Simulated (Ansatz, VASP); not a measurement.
Two plane-wave programs on Al2GaP3

```
CELL_PARAMETERS angstrom
-1.94752 1.94752 8.25717
1.94752 -1.94752 8.25717
1.94752 1.94752 -8.25717
ATOMIC_POSITIONS crystal
Al 0.66668 0.66668 0.00000
Al 0.33332 0.33332 0.00000
Ga 0.00000 0.00000 0.00000
P 0.41630 0.91630 0.50000
P 0.08370 0.58370 0.50000
P 0.75000 0.25000 0.50000
```

Alike in both runs: functional PBE; k mesh 10 × 10 × 10; occupations gaussian, width 0.02 eV; no spin polarisation.

Ansatz relaxed the structure, and its values are those at the end. VASP's run is a single point on that final structure, the one shown.

|  | VASP | Ansatz |
| --- | --- | --- |
| version | VASP 6.6.1 | Ansatz 0.2.0 |
| potentials or method | VASP PAW PBE potentials, release 64 (Al, Ga_d, P), cutoff 520 eV | scalar-relativistic, plane waves, PAW |
| valence electrons in the cell | 34 | 34 |

```tsv
	VASP	Ansatz	Ansatz less VASP
gap on the k mesh at the Fermi level (eV)	1.64	1.64	+0.001
least direct gap on the mesh (eV)	1.84	1.84	+0.002
pressure (GPa)	0.0	0.0	+0.07
```
